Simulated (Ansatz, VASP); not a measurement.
This is a calculation of TePb for Ansatz 0.2.0.

Contents of input.yaml:

```yaml
crystal:
  lattice:
    - [0.0, 3.231, 3.231]
    - [3.231, 0.0, 3.231]
    - [3.231, 3.231, 0.0]
  atoms:
    - { symbol: Pb, position: [0.0, 0.0, 0.0] }
    - { symbol: Te, position: [0.5, 0.5, 0.5] }
hamiltonian:
  xc: blyp
  pseudopotentials: { kind: paw }
  dispersion: d3bj
kpoints:
  mp_grid: { grid: [7, 7, 7] }
scf:
  occupations: { method: fermi_dirac, width: 0.05 }
output:
  forces: true
  stress: true
relax:
  f_tol: 0.01
  max_steps: 40
  cell: { stress_tol: 0.05 }
```

Potentials or basis: Ansatz PAW.

Command:

```console
$ ansatz run input.yaml --threads 2 --pin off --max-ram 5632MiB --backend cpu --events-out ev --progress --plain --runs-dir out
```

Task: Translate it to VASP 6.6.1. Potentials there: VASP PAW PBE potentials, release 64 (Pb_d, Te).

Result: As run (the cutoff follows the program's own potentials):

Contents of INCAR:

```
PREC = Accurate
ENCUT = 600
EDIFF = 1E-6
ISMEAR = -1
SIGMA = 0.05
LREAL = False
LASPH = True
NELM = 60
ALGO = Normal
ISIF = 3
LWAVE = False
LCHARG = False
GGA = B5
ALDAX = 1.0
AGGAX = 1.0
AGGAC = 1.0
ALDAC = 0.0
IVDW = 12
VDW_S6 = 1.0
VDW_S8 = 2.6996
VDW_A1 = 0.4298
VDW_A2 = 4.2359
IBRION = 2
NSW = 60
EDIFFG = -0.01
```

KPOINTS

```
Automatic mesh
0
Gamma
  7 7 7
```

POSCAR

```
TePb
1.0
    0.0000000000      3.2310000000      3.2310000000
    3.2310000000      0.0000000000      3.2310000000
    3.2310000000      3.2310000000      0.0000000000
Pb Te
1 1
Direct
    0.0000000000      0.0000000000      0.0000000000
    0.5000000000      0.5000000000      0.5000000000
```

Potentials or basis: VASP PAW PBE potentials, release 64 (Pb_d, Te).

Launch:

```bash
$ cat potpaw_PBE.64/Pb_d/POTCAR potpaw_PBE.64/Te/POTCAR > POTCAR
$ mpirun -np 1 vasp_std > vasp.out
```

Both were run:

|  | VASP | Ansatz | Ansatz less VASP |
| --- | --- | --- | --- |
| relaxed volume (Å³/atom) | 34.31 | 34.17 | -0.146 |
| relaxed cell length with the largest relative difference (Å) | 4.596 | 4.589 | -0.0065 |

VASP's potentials were made for PBE, not for BLYP. VASP's potentials hold 20 valence electrons a cell and Ansatz's 30, so a difference there can come from the potentials and not from the codes.

Neither program's run includes spin-orbit coupling. Noted on Ansatz's run: the plane-wave basis is chosen anew once the cell has moved, so the energies of steps on either side of that aren't comparable.
